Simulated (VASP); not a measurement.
A run of VASP 6.6.1 is set up as follows.

File INCAR:

```
SYSTEM = LiF
PREC     = Accurate       ! precision mode
ENCUT    = 520            ! plane-wave cutoff, eV
EDIFF    = 1E-6           ! SCF threshold, eV
ISMEAR   = 0              ! smearing method
SIGMA    = 0.05           ! smearing width, eV
LREAL    = .FALSE.        ! projectors in reciprocal space
LASPH    = .TRUE.         ! aspherical terms in the spheres
NELM     = 100            ! most SCF steps
ALGO     = Normal         ! electronic algorithm
ISIF     = 2              ! what is computed and relaxed
LWAVE    = .FALSE.        ! write WAVECAR
LCHARG   = .FALSE.        ! write CHGCAR
GGA      = PE             ! functional
NBANDS   = 12             ! bands
```

KPOINTS

```
Automatic mesh
0
G
  10 10 10
  0 0 0
```

File POSCAR:

```
LiF
1.0
    0.0000000000      2.0140000000      1.9133000000
    2.0140000000      0.0000000000      1.9133000000
    2.0140000000      2.0140000000      0.0000000000
Li F
1 1
Direct
    0.0000000000      0.0000000000      0.0000000000
    0.5000000000      0.5000000000      0.5000000000
```

Potentials or basis: VASP PAW PBE potentials, release 64 (Li_sv, F).

The run is started by

```bash
$ cat potpaw_PBE.64/Li_sv/POTCAR potpaw_PBE.64/F/POTCAR > POTCAR
$ mpirun -np 1 vasp_std > vasp.out
```

Task: Estimate the band gap on the k mesh.

Result: 9.51 eV, direct.

Caveat: the cell differs from its parent crystal (strain +0.000 along x and y, -0.050 along z). A k mesh can miss the band edges.
